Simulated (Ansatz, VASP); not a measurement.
Ag: VASP beside Ansatz

```
Ag
1.0
     0.00000    1.98577    1.98577
     1.98577    0.00000    1.98577
     1.98577    1.98577    0.00000
Ag
1
Direct
  0.00000 0.00000 0.00000
```

Change from the starting cell: volume scaled by 0.94, LAPW.

Alike in both runs: task single point; functional PBEsol; k mesh 16 × 16 × 16; occupations fermi-dirac, width 0.1 eV; no spin polarisation.

|  | VASP | Ansatz |
| --- | --- | --- |
| version | VASP 6.6.1 | Ansatz 0.2.0 |
| potentials or method | VASP PAW PBE potentials, release 64 (Ag), cutoff 520 eV | all-electron LAPW, scalar-relativistic |

Ansatz gave:

| Property | Result |
| --- | --- |
| pressure (GPa) | 8.8 |

**Question.** Which values does VASP return?

**Answer.** Pressure (GPa): 8.5.

VASP's potentials were made for PBE, not for PBEsol. Ansatz ran all-electron here, and VASP with PAW potentials.
